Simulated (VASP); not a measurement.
# AlRu (Pm-3m) in VASP: notebook

AlRu is run at these levels: r2SCAN; tasks: single point.

Everything below comes from runs of VASP 6.6.1. Logs are shortened: lines on timing, memory, paths and dates and some standing lists are left out, and cuts for length are marked.

## Step 1: The cell of the first run

The structure is cubic, space group Pm-3m (No. 221). Conventional cell: a = 2.992 Å, b = 2.992 Å, c = 2.992 Å, α = 90.00°, β = 90.00°, γ = 90.00°. Within 3.4 Å of Ru (site symmetry m-3m) lie 8 Al at 2.59 Å and 6 Ru at 2.99 Å. Within 3.4 Å of Al (site symmetry m-3m) lie 8 Ru at 2.59 Å and 6 Al at 2.99 Å.

## Step 2: Single point, r2SCAN (13.39 Å³/atom)

File POSCAR:

```
AlRu
1.0
    2.9916000000      0.0000000000      0.0000000000
    0.0000000000      2.9916000000      0.0000000000
    0.0000000000      0.0000000000      2.9916000000
Ru Al
1 1
Direct
    0.5000000000      0.5000000000      0.5000000000
    0.0000000000      0.0000000000      0.0000000000
```

File INCAR.step1:

```
SYSTEM = AlRu
PREC = Accurate ; ENCUT = 550
ISMEAR = -1 ; SIGMA = 0.05
LREAL = .False. ; LASPH = .True.
NELM = 120 ; NBANDS = 16
GGA = PE ; ALGO = Normal
EDIFF = 1E-5 ; LWAVE = .True.
LCHARG = .False. ; GGA_COMPAT = .False.
```

File INCAR.step2:

```
SYSTEM = AlRu
PREC = Accurate ; ENCUT = 550
EDIFF = 1E-6 ; ISMEAR = -1
SIGMA = 0.05 ; LREAL = .False.
LASPH = .True. ; NELM = 120
ALGO = Normal ; ISIF = 2
LWAVE = .False. ; LCHARG = .False.
METAGGA = R2SCAN ; LMIXTAU = .True.
NBANDS = 16 ; ISTART = 1
GGA_COMPAT = .False.
```

File KPOINTS:

```
regular mesh
0
Gamma
  9 9 9
  0 0 0
```

Potentials or basis: VASP PAW PBE potentials, release 64 (Ru_pv, Al).

On the command line:

```bash
$ cat potpaw_PBE.64/Ru_pv/POTCAR potpaw_PBE.64/Al/POTCAR > POTCAR
$ cp INCAR.step1 INCAR
$ mpirun -np 1 vasp_std > vasp.out
$ cp INCAR.step2 INCAR
$ mpirun -np 1 vasp_std > vasp.out
```

OUTCAR:

```text
SYSTEM = AlRu
   PREC = Accurate
   ENCUT = 550
   EDIFF = 1E-6
   ISMEAR = -1
   LREAL = .False.
   LASPH = .True.
   NELM = 120
   ISIF = 2
   METAGGA = R2SCAN
   ISTART = 1

 ion  position               nearest neighbor table
   1  0.500  0.500  0.500-   2 2.59   2 2.59   2 2.59   2 2.59   2 2.59   2 2.59   2 2.59   2 2.59

   2  0.000  0.000  0.000-   1 2.59   1 2.59   1 2.59   1 2.59   1 2.59   1 2.59   1 2.59   1 2.59

  LATTYP: Found a simple cubic cell.
 ALAT       =     2.9916000000

  Lattice vectors:

 A1 = (   2.9916000000,   0.0000000000,   0.0000000000)
 A2 = (   0.0000000000,   2.9916000000,   0.0000000000)
 A3 = (   0.0000000000,   0.0000000000,   2.9916000000)

Analysis of symmetry for initial positions (statically):
=====================================================================
 Subroutine PRICEL returns:
 Original cell was already a primitive cell.

 Routine SETGRP: Setting up the symmetry group for a
 simple cubic supercell.

 Subroutine GETGRP returns: Found 48 space group operations
 (whereof 48 operations were pure point group operations)
 out of a pool of 48 trial point group operations.

The static configuration has the point symmetry O_h .

Analysis of symmetry for dynamics (positions and initial velocities):
=====================================================================
 Subroutine PRICEL returns:
 Original cell was already a primitive cell.

 Routine SETGRP: Setting up the symmetry group for a
 simple cubic supercell.

 Subroutine GETGRP returns: Found 48 space group operations
 (whereof 48 operations were pure point group operations)
 out of a pool of 48 trial point group operations.

The dynamic configuration has the point symmetry O_h .

 Subroutine INISYM returns: Found 48 space group operations
 (whereof 48 operations are pure point group operations),
 and found     1 'primitive' translations

----------------------------------------------------------------------------------------

                                     Primitive cell

  volume of cell :      26.7738

  direct lattice vectors                    reciprocal lattice vectors
     2.991600000  0.000000000  0.000000000     0.334269287  0.000000000  0.000000000
     0.000000000  2.991600000  0.000000000     0.000000000  0.334269287  0.000000000
     0.000000000  0.000000000  2.991600000     0.000000000  0.000000000  0.334269287

  length of vectors
     2.991600000  2.991600000  2.991600000     0.334269287  0.334269287  0.334269287

  position of ions in fractional coordinates (direct lattice)
     0.500000000  0.500000000  0.500000000
     0.000000000  0.000000000  0.000000000

  ion indices of the primitive-cell ions
   primitive index   ion index
                 1           1
                 2           2

----------------------------------------------------------------------------------------

 KPOINTS: regular mesh

Automatic generation of k-mesh.
 Grid dimensions read from file:
 generate k-points for:    9    9    9

 Generating k-lattice:

  Cartesian coordinates                     Fractional coordinates (reciprocal lattice)
     0.037141032  0.000000000  0.000000000     0.111111111  0.000000000  0.000000000
     0.000000000  0.037141032  0.000000000     0.000000000  0.111111111  0.000000000
     0.000000000  0.000000000  0.037141032     0.000000000  0.000000000  0.111111111

  Length of vectors
     0.037141032  0.037141032  0.037141032

  Shift w.r.t. Gamma in fractional coordinates (k-lattice)
     0.000000000  0.000000000  0.000000000

 Subroutine IBZKPT returns following result:
 ===========================================

 Found     35 irreducible k-points:

 Following reciprocal coordinates:
            Coordinates               Weight
  0.000000  0.000000  0.000000      1.000000
  0.111111  0.000000  0.000000      6.000000
  0.222222  0.000000  0.000000      6.000000
  0.333333  0.000000  0.000000      6.000000
  0.444444  0.000000  0.000000      6.000000
  0.111111  0.111111  0.000000     12.000000
[... 16 lines left out ...]
  0.333333  0.333333  0.111111     24.000000
  0.444444  0.333333  0.111111     48.000000
 [... further k-points ...]
   k-points           NKPTS =     35   k-points in BZ     NKDIM =     35   number of bands    NBANDS=     16
   number of dos      NEDOS =    301   number of ions     NIONS =      2
   total plane-waves  NPLWV =  13824
   dimension x,y,z NGX =    24 NGY =   24 NGZ =   24
   dimension x,y,z NGXF=    48 NGYF=   48 NGZF=   48
   ions per type =               1   1
   NGX,Y,Z   is equivalent  to a cutoff of  13.34, 13.34, 13.34 a.u.
   NGXF,Y,Z  is equivalent  to a cutoff of  26.67, 26.67, 26.67 a.u.
 SYSTEM =  AlRu
   PREC   = accura    normal or accurate (medium, high low for compatibility)
   ISTART =      1    job   : 0-new  1-cont  2-samecut
   ICHARG =      0    charge: 1-file 2-atom 10-const
   ISPIN  =      1    spin polarized calculation?
   LNONCOLLINEAR =      F non collinear calculations
[... 27 lines left out ...]
  Thomas-Fermi vector in A             =   2.529382
   LORBIT       =      0    0 simple, 1 ext, 2 COOP (PROOUT), +10 PAW based schemes
   METAGGA = R2SCAN    functional components
   LHFCALC =     F    Hartree Fock is set to
   AEXX    =    0.0000 exact exchange contribution
   IVDW    =     0    specifies the selected vdW correction
   LEPSILON=     F    determine dielectric tensor
   LRPA    =     F    only Hartree local field effects (RPA)
 non-spin polarized calculation
  energy-cutoff  :      550.00
  volume of cell :       26.77
 maximum number of plane-waves:       800
 NGX is ok and might be reduce to    24
   NGX = 11   NGY = 11   NGZ = 11

 number of electron      16.9999995 magnetization

 Free energy of the ion-electron system (eV)
  ---------------------------------------------------
  ext. energy  EPLUGINS =         0.00000000
  ---------------------------------------------------
  free energy    TOTEN  =       -33.60676998 eV

  energy without entropy =      -33.59083972  energy(sigma->0) =      -33.59880485

 E-fermi :  10.4742     XC(G=0): -13.6208

 val. band max:       10.4680564685   @ k =   0.4444   0.1111   0.1111
 cond. band min:      10.5391933661   @ k =   0.1111   0.1111   0.0000
 fundamental gap:      0.0711368977
 Fermi energy:        10.4741643902

 k-point     1 :       0.0000    0.0000    0.0000
  band No.  band energies     occupation
      1     -32.5411      2.00000
      2     -32.5411      2.00000
      3     -32.5411      2.00000
      4       0.3937      2.00000
      5       6.8652      2.00000
      6       6.8652      2.00000
[... 8 lines left out ...]
     15      22.0284      0.00000
     16      27.0368      0.00000

 k-point     2 :       0.1111    0.0000    0.0000
  band No.  band energies     occupation
      1     -32.5686      2.00000
      2     -32.5388      2.00000
      3     -32.5388      2.00000
      4       0.6439      2.00000
      5       6.9396      2.00000
      6       6.9546      2.00000
[... 8 lines left out ...]
     15      22.8971      0.00000
     16      27.8009      0.00000

 k-point     3 :       0.2222    0.0000    0.0000
  band No.  band energies     occupation
      1     -32.6375      2.00000
      2     -32.5329      2.00000
      3     -32.5329      2.00000
      4       1.3664      2.00000
      5       6.9872      2.00000
      6       7.1941      2.00000
[... 8 lines left out ...]
     15      23.9588      0.00000
     16      28.5140      0.00000

 k-point     4 :       0.3333    0.0000    0.0000
  band No.  band energies     occupation
      1     -32.7151      2.00000
      2     -32.5261      2.00000
      3     -32.5261      2.00000
      4       2.4827      2.00000
      5       6.5354      2.00000
      6       7.4937      2.00000
[... 8 lines left out ...]
     15      24.5484      0.00000
     16      26.4201      0.00000
[... 324 lines left out ...]
 k-point    22 :       0.4444    0.2222    0.1111
  band No.  band energies     occupation
      1     -32.7497      2.00000
      2     -32.6113      2.00000
      3     -32.5392      2.00000
      4       4.4207      2.00000
      5       5.9146      2.00000
      6       7.9502      2.00000
[... 8 lines left out ...]
     15      23.0135      0.00000
     16      25.3436      0.00000

 k-point    23 :       0.3333    0.3333    0.1111
  band No.  band energies     occupation
      1     -32.6934      2.00000
      2     -32.6893      2.00000
      3     -32.5368      2.00000
      4       4.0239      2.00000
      5       6.7047      2.00000
      6       7.9293      2.00000
[... 8 lines left out ...]
     15      24.8100      0.00000
     16      25.8169      0.00000

 k-point    24 :       0.4444    0.3333    0.1111
  band No.  band energies     occupation
      1     -32.7398      2.00000
      2     -32.6854      2.00000
      3     -32.5322      2.00000
      4       4.4733      2.00000
      5       6.6039      2.00000
      6       7.8912      2.00000
[... 8 lines left out ...]
     15      24.3186      0.00000
     16      24.9252      0.00000

 [... further k-points ...]

------------------------ aborting loop because EDIFF is reached ----------------------------------------

  FORCE on cell =-STRESS in cart. coord.  units (eV):
  Direction    XX          YY          ZZ          XY          YZ          ZX
  --------------------------------------------------------------------------------------
  -------------------------------------------------------------------------------------
  Total       -0.3216515     -0.3216515     -0.3216515      0.0000000     -0.0000000      0.0000000
  in kB      -19.2480000    -19.2480000    -19.2480000      0.0000000     -0.0000000      0.0000000
  external PRESSURE =     -19.2480000 kB  Pullay stress =       0.0000000 kB

 VOLUME and BASIS-vectors are now :
 -----------------------------------------------------------------------------
  energy-cutoff  :      550.00
  volume of cell :       26.77
      direct lattice vectors                 reciprocal lattice vectors
     2.991600000  0.000000000  0.000000000     0.334269287  0.000000000  0.000000000
     0.000000000  2.991600000  0.000000000     0.000000000  0.334269287  0.000000000
     0.000000000  0.000000000  2.991600000     0.000000000  0.000000000  0.334269287

 POSITION                                       TOTAL-FORCE (eV/Angst)
 -----------------------------------------------------------------------------------
      1.49580      1.49580      1.49580         0.000000      0.000000      0.000000
      0.00000      0.00000      0.00000         0.000000      0.000000      0.000000
 -----------------------------------------------------------------------------------
    total drift:                                0.000000     -0.000000     -0.000000

  FREE ENERGIE OF THE ION-ELECTRON SYSTEM (eV)
  ---------------------------------------------------
  free  energy   TOTEN  =       -33.6067699791 eV

  energy  without entropy=      -33.5908397173  energy(sigma->0) =      -33.59880485
```

Wall time 43 s (1 thread of Intel Xeon 8259CL, shared host); peak memory 0.15 GiB.

What came out:

* Free energy: -33.6068 eV
* Pressure: -1.9 GPa
* Band gap on the k mesh: zero (an odd number of electrons rules out a gap without spin polarisation)

Caveat: the PAW data sets were made with another functional, which shifts forces and pressure a little.

## Step 3: Single point, r2SCAN (13.65 Å³/atom)

This run uses another cell than the first one, of 13.65 Å³/atom.

File POSCAR:

```
AlRu
1.0
    3.0114124979      0.0000000000      0.0000000000
    0.0000000000      3.0114124979      0.0000000000
    0.0000000000      0.0000000000      3.0114124979
Ru Al
1 1
Direct
    0.5000000000      0.5000000000      0.5000000000
    0.0000000000      0.0000000000      0.0000000000
```

File INCAR.step1:

```
PREC = Accurate
ENCUT = 550
ISMEAR = -1
SIGMA = 0.05
LREAL = F
LASPH = T
NELM = 120
NBANDS = 16
GGA = PE
ALGO = Normal
EDIFF = 1E-5
LWAVE = T
LCHARG = F
GGA_COMPAT = F
```

File INCAR.step2:

```
PREC = Accurate
ENCUT = 550
EDIFF = 1E-6
ISMEAR = -1
SIGMA = 0.05
LREAL = F
LASPH = T
NELM = 120
ALGO = Normal
ISIF = 2
LWAVE = F
LCHARG = F
METAGGA = R2SCAN
LMIXTAU = T
NBANDS = 16
ISTART = 1
GGA_COMPAT = F
```

File KPOINTS:

```
Automatic mesh
0
Gamma
  9 9 9
```

Potentials or basis: VASP PAW PBE potentials, release 64 (Ru_pv, Al).

On the command line:

```bash
$ cat potpaw_PBE.64/Ru_pv/POTCAR potpaw_PBE.64/Al/POTCAR > POTCAR
$ cp INCAR.step1 INCAR
$ mpirun -np 1 vasp_std > vasp.out
$ cp INCAR.step2 INCAR
$ mpirun -np 1 vasp_std > vasp.out
```

It took 45 s on 1 thread of Intel Xeon 8259CL, shared host; peak memory 0.15 GiB.

Results (log left out):

| Property | Result |
| --- | --- |
| Free energy | -33.5935 eV |
| Pressure | -6.0 GPa |
| Band gap on the k mesh | zero (an odd number of electrons rules out a gap without spin polarisation) |

Levels at points of the mesh, in eV from the Fermi level:
```
           k point  band 7  band 8  band 9  band 10  band 11  band 12
(0.00, 0.00, 0.00)    0.24    0.24    0.24     6.50     6.50     6.50
```

Caveat: the cell stands under tension; the PAW data sets were made with another functional, which shifts forces and pressure a little.

## Step 4: Single point, r2SCAN (13.92 Å³/atom)

This run uses another cell than the first one, of 13.92 Å³/atom.

File POSCAR:

```
AlRu
1.0
    3.0309676725      0.0000000000      0.0000000000
    0.0000000000      3.0309676725      0.0000000000
    0.0000000000      0.0000000000      3.0309676725
Ru Al
1 1
Direct
    0.5000000000      0.5000000000      0.5000000000
    0.0000000000      0.0000000000      0.0000000000
```

File INCAR.step1:

```
PREC     = Accurate       # precision mode
ENCUT    = 550            # plane-wave cutoff, eV
ISMEAR   = -1             # smearing method
SIGMA    = 0.05           # smearing width, eV
LREAL    = F              # projectors in reciprocal space
LASPH    = T              # aspherical terms in the spheres
NELM     = 120            # most SCF steps
NBANDS   = 16             # bands
GGA      = PE             # functional
ALGO     = Normal         # electronic algorithm
EDIFF    = 1E-5           # SCF threshold, eV
LWAVE    = T              # write WAVECAR
LCHARG   = F              # write CHGCAR
GGA_COMPAT= F
```

File INCAR.step2:

```
PREC     = Accurate       # precision mode
ENCUT    = 550            # plane-wave cutoff, eV
EDIFF    = 1E-6           # SCF threshold, eV
ISMEAR   = -1             # smearing method
SIGMA    = 0.05           # smearing width, eV
LREAL    = F              # projectors in reciprocal space
LASPH    = T              # aspherical terms in the spheres
NELM     = 120            # most SCF steps
ALGO     = Normal         # electronic algorithm
ISIF     = 2              # what is computed and relaxed
LWAVE    = F              # write WAVECAR
LCHARG   = T              # write CHGCAR
METAGGA  = R2SCAN         # meta-GGA
LMIXTAU  = T            
LELF     = T              # ELF
LVHAR    = T            
NBANDS   = 16             # bands
ISTART   = 1            
GGA_COMPAT= F
```

KPOINTS is that of step 3.

On the command line:

```bash
$ cat potpaw_PBE.64/Ru_pv/POTCAR potpaw_PBE.64/Al/POTCAR > POTCAR
$ cp INCAR.step1 INCAR
$ mpirun -np 1 vasp_std > vasp.out
$ cp INCAR.step2 INCAR
$ mpirun -np 1 vasp_std > vasp.out
```

Wall time 57 s (1 thread of Intel Xeon 8259CL, shared host); peak memory 0.15 GiB.

It converged, with:

- Free energy: -33.5674 eV
- Pressure: -9.6 GPa
- Band gap on the k mesh: zero (an odd number of electrons rules out a gap without spin polarisation)

Levels at points of the mesh, in eV from the Fermi level:
```
           k point  band 7  band 8  band 9  band 10  band 11  band 12
(0.00, 0.00, 0.00)    0.23    0.23    0.23     6.40     6.40     6.40
```

Caveat: the cell stands under tension; the PAW data sets were made with another functional, which shifts forces and pressure a little.

## Step 5: Single point, r2SCAN (14.19 Å³/atom)

This run uses another cell than the first one, of 14.19 Å³/atom.

File POSCAR:

```
AlRu
1.0
    3.0502737196      0.0000000000      0.0000000000
    0.0000000000      3.0502737196      0.0000000000
    0.0000000000      0.0000000000      3.0502737196
Ru Al
1 1
Direct
    0.5000000000      0.5000000000      0.5000000000
    0.0000000000      0.0000000000      0.0000000000
```

File INCAR.step1:

```
SYSTEM = AlRu
PREC     = Accurate       ! precision mode
ENCUT    = 550            ! plane-wave cutoff, eV
ISMEAR   = -1             ! smearing method
SIGMA    = 0.05           ! smearing width, eV
LREAL    = .False.        ! projectors in reciprocal space
LASPH    = .True.         ! aspherical terms in the spheres
NELM     = 120            ! most SCF steps
NBANDS   = 16             ! bands
GGA      = PE             ! functional
ALGO     = Normal         ! electronic algorithm
EDIFF    = 1E-5           ! SCF threshold, eV
LWAVE    = .True.         ! write WAVECAR
LCHARG   = .False.        ! write CHGCAR
GGA_COMPAT= .False.
```

File INCAR.step2:

```
SYSTEM = AlRu
PREC     = Accurate       ! precision mode
ENCUT    = 550            ! plane-wave cutoff, eV
EDIFF    = 1E-6           ! SCF threshold, eV
ISMEAR   = -1             ! smearing method
SIGMA    = 0.05           ! smearing width, eV
LREAL    = .False.        ! projectors in reciprocal space
LASPH    = .True.         ! aspherical terms in the spheres
NELM     = 120            ! most SCF steps
ALGO     = Normal         ! electronic algorithm
ISIF     = 2              ! what is computed and relaxed
LWAVE    = .False.        ! write WAVECAR
LCHARG   = .False.        ! write CHGCAR
METAGGA  = R2SCAN         ! meta-GGA
LMIXTAU  = .True.       
NBANDS   = 16             ! bands
ISTART   = 1            
GGA_COMPAT= .False.
```

File KPOINTS:

```
regular mesh
0
Gamma
  9 9 9
  0 0 0
```

On the command line:

```bash
$ cat potpaw_PBE.64/Ru_pv/POTCAR potpaw_PBE.64/Al/POTCAR > POTCAR
$ cp INCAR.step1 INCAR
$ mpirun -np 1 vasp_std > vasp.out
$ cp INCAR.step2 INCAR
$ mpirun -np 1 vasp_std > vasp.out
```

Run time: 63 s. Hardware: 1 thread of Intel Xeon 8259CL, shared host; peak memory 0.15 GiB.

It converged, with:

* Free energy: -33.5298 eV
* Pressure: -12.9 GPa
* Band gap on the k mesh: zero (an odd number of electrons rules out a gap without spin polarisation)

Levels at points of the mesh, in eV from the Fermi level:
```
           k point  band 6  band 7  band 8  band 9  band 10  band 11  band 12  band 13
(0.00, 0.00, 0.00)   -3.30    0.22    0.22    0.22     6.31     6.31     6.31    10.32
```

Caveat: the cell stands under tension; the PAW data sets were made with another functional, which shifts forces and pressure a little.

## Step 6: The runs side by side

| cell | gap on the mesh (eV) | pressure (GPa) |
| --- | --- | --- |
| a = 2.992 Å, 2 atoms | none | -1.9 |
| a = 3.011 Å, 2 atoms | none | -6.0 |
| a = 3.031 Å, 2 atoms | none | -9.6 |
| a = 3.050 Å, 2 atoms | none | -12.9 |

Alike in all rows: task single point; level r2SCAN; potentials or basis VASP PAW PBE potentials, release 64 (Ru_pv, Al); no spin polarisation; k mesh 9 × 9 × 9; cutoff (eV) 550; smearing fermi-dirac 0.05 eV.

Caveats: the PAW data sets were made with another functional, which shifts forces and pressure a little; the cell stands under tension (at least some runs).

Absolute energies hang on the potentials; compare differences alone.

The gap in the log of VASP goes by the Fermi energy; the results here count the filled bands.